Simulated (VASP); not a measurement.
Runs of VASP 6.6.1 on YN. The structure is that of space group Fm-3m (No. 225), or close to it. The cells are those of the table. 

```csv
cell,gap on the mesh (eV),pressure (GPa)
"a = 3.484 Å, angles 60.0°, 2 atoms",0.23,-2.2
"a = 3.405 Å, angles 60.0°, 2 atoms",0.10,(a)
"a = 3.455 Å, angles 60.0°, 2 atoms",0.18,1.8
"a = 3.435 Å, angles 60.0°, 2 atoms",(b),4.7
"a = 3.469 Å, angles 60.0°, 2 atoms",0.20,-0.2
```

Alike in all rows: task single point; level PBE; potentials or basis VASP PAW PBE potentials, release 64 (Y_sv, N); no spin polarisation; k mesh 8 × 8 × 8; cutoff (eV) 600; smearing gaussian 0.01 eV.

Estimate the missing entries.

(a) 9.7; (b) 0.15.

A k mesh can miss the band edges, and the runs leave out spin-orbit coupling on Y.
